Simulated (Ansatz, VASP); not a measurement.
# BP in VASP and in Ansatz

File INCAR:

```
PREC     = Accurate       # precision mode
ENCUT    = 520            # plane-wave cutoff, eV
EDIFF    = 1E-6           # SCF threshold, eV
ISMEAR   = 0              # smearing method
SIGMA    = 0.01           # smearing width, eV
LREAL    = False          # projectors in reciprocal space
LASPH    = True           # aspherical terms in the spheres
NELM     = 100            # most SCF steps
ALGO     = Normal         # electronic algorithm
ISIF     = 2              # what is computed and relaxed
LWAVE    = False          # write WAVECAR
LCHARG   = False          # write CHGCAR
GGA      = PE             # functional
NBANDS   = 11             # bands
```

File KPOINTS:

```
regular mesh
0
Gamma
  10 10 10
```

File POSCAR:

```
BP
1.0
    0.0000000000      2.2683156866      2.2683156866
    2.2683156866      0.0000000000      2.2683156866
    2.2683156866      2.2683156866      0.0000000000
B P
1 1
Direct
    0.0000000000      0.0000000000      0.0000000000
    0.2500000000      0.2500000000      0.2500000000
```

Input for Ansatz:

```yaml
crystal:
  lattice:
    - [0.0, 2.2683156866, 2.2683156866]
    - [2.2683156866, 0.0, 2.2683156866]
    - [2.2683156866, 2.2683156866, 0.0]
  atoms:
    - { symbol: B, position: [0.0, 0.0, 0.0] }
    - { symbol: P, position: [0.25, 0.25, 0.25] }
kpoints:
  mp_grid: { grid: [10, 10, 10] }
  band_path:
    path:
      - [0.0, 0.0, 0.0]
      - [-0.5, -0.5, 0.0]
      - [-0.375, -0.375, 0.25]
      - [-0.375, 0.0, 0.375]
      - [0.0, 0.0, 0.5]
      - [-0.5, -0.25, 0.25]
      - [0.0, 0.414062, 0.414062]
    npoints: 1
hamiltonian:
  xc: pbe
scf:
  occupations: { method: fixed }
  n_extra_bands: 4
output:
  forces: true
  stress: true
  eigenvalues: true
```

Alike in both runs: task single point; functional PBE; k mesh 10 × 10 × 10; no spin polarisation.

```csv
,VASP,Ansatz
version,VASP 6.6.1,Ansatz 0.2.0
potentials or method,"VASP PAW PBE potentials, release 64 (B, P)","plane waves, PAW"
plane-wave cutoff (eV),520,420
occupations,"gaussian, width 0.01 eV",fixed
valence electrons in the cell,8,8
```

```csv
,VASP,Ansatz,Ansatz less VASP
gap on the k mesh at the Fermi level (eV),1.24,1.24,+0.004
pressure (GPa),1.0,1.3,+0.24
```
